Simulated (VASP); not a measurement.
Input of a VASP 6.6.1 run:

The input INCAR:

```
SYSTEM = Fe
PREC = Accurate
ENCUT = 600
EDIFF = 1E-6
ISMEAR = 0
SIGMA = 0.1
LREAL = .FALSE.
LASPH = .TRUE.
NELM = 200
ALGO = Normal
ISIF = 2
LWAVE = .FALSE.
LCHARG = .FALSE.
ISPIN = 2
MAGMOM = 0.51
LORBIT = 11
NUPDOWN = 0.51
LMAXMIX = 4
GGA = PE
NBANDS = 14
GGA_COMPAT = .FALSE.
```

Contents of KPOINTS:

```
Automatic mesh
0
G
  14 14 14
  0 0 0
```

File POSCAR:

```
Fe
1.0
   -1.4345000000      1.4345000000      1.4345000000
    1.4345000000     -1.4345000000      1.4345000000
    1.4345000000      1.4345000000     -1.4345000000
Fe
1
Direct
    0.0000000000      0.0000000000      0.0000000000
```

Potentials or basis: VASP PAW PBE potentials, release 64 (Fe).

The run is started by

```console
$ cat potpaw_PBE.64/Fe/POTCAR > POTCAR
$ mpirun -np 1 vasp_std > vasp.out
```

What does it give for the pressure?

-23.0 GPa.

Caveat: the total moment is fixed, so each spin has its own Fermi level.
